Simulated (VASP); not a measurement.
Input of a VASP 6.6.1 run:

Contents of INCAR:

```
SYSTEM = Si8HO16
  PREC = Accurate
  ENCUT = 520
  EDIFF = 1E-7
  ISMEAR = -1
  SIGMA = 0.02
  LREAL = Auto
  LASPH = .True.
  NELM = 100
  ALGO = Normal
  ISIF = 2
  LWAVE = .False.
  LCHARG = .False.
  GGA = PE
  NBANDS = 82
  NELECT = 128.0
```

Contents of KPOINTS:

```
Automatic mesh
0
Gamma
  2 2 2
  0 0 0
```

File POSCAR:

```
Si8HO16
1.0
   -4.1180000000     -4.1180000000      0.0000000000
    4.1180000000     -4.1180000000      0.0000000000
    0.0000000000      0.0000000000      5.2980000000
Si O H
8 16 1
Direct
    0.5016902193      0.5018717736     -0.0071524304
    0.0067607906      0.5212508018      0.2450420040
    0.5016893471      0.5018611529      0.4972328923
    0.0012424878      0.4950821786      0.7450438025
   -0.0026535115     -0.0064408998     -0.0133649699
    0.4925188486     -0.0082204288      0.2450418093
   -0.0026519891     -0.0064213296      0.5034444247
    0.4964100898      0.0026012355      0.7450428107
    0.1971994163      0.4903693497     -0.0018310527
   -0.0340567190      0.2028098075      0.2450252998
    0.8068830364      0.5103686306     -0.0041899737
    0.0060459342      0.8131449809      0.2450485133
    0.1972008352      0.4903562684      0.4919095039
   -0.0093179223      0.1933447635      0.7450445062
    0.8068874128      0.5103586332      0.4942684416
    0.0079895344      0.7993098073      0.7450321732
    0.6930872229     -0.0091818467     -0.0053257045
    0.4918520041      0.6935803258      0.2450450932
    0.2979616485      0.0113448666     -0.0020796558
    0.5213591723      0.3006597161      0.2450285591
    0.6930825173     -0.0091645827      0.4954122088
    0.4902643203      0.6983996210      0.7450329956
    0.2979636456      0.0113627879      0.4921626083
    0.5071092497      0.3053836962      0.7450462697
    0.7913842086      0.2306480906      0.2450325707
```

Potentials or basis: VASP PAW PBE potentials, release 64 (Si, O, H).

Command:

```sh
$ cat potpaw_PBE.64/Si/POTCAR potpaw_PBE.64/O/POTCAR potpaw_PBE.64/H/POTCAR > POTCAR
$ mpirun -np 1 vasp_std > vasp.out
```

Q: Estimate the largest force.

A: 0.089 eV/Å.

Forces in eV/Å, atoms in the order of the input:
```
Si   0.004  0.001  0.011
Si   0.018 -0.020  0.000
Si   0.003  0.003 -0.010
Si   0.001 -0.015 -0.001
Si  -0.011 -0.008  0.022
Si   0.003  0.009  0.001
Si  -0.012 -0.005 -0.019
Si  -0.003  0.020 -0.001
O   -0.013 -0.009 -0.003
O   -0.032 -0.025  0.001
O    0.004  0.015  0.010
O   -0.004 -0.001  0.002
O   -0.014 -0.009  0.008
O    0.024 -0.019 -0.002
O    0.004  0.015 -0.012
O   -0.027  0.026  0.000
O   -0.003 -0.010  0.006
O    0.002  0.004 -0.002
O   -0.001  0.000 -0.009
O   -0.005  0.002  0.000
O   -0.003 -0.011 -0.011
O    0.011 -0.020  0.000
O   -0.002 -0.001  0.011
O   -0.015  0.009  0.000
H    0.073  0.052  0.000
```

Caveat: the k points lie up to 0.59 Å⁻¹ apart; the cell carries a net charge on a neutralising background, which shifts energy and pressure.
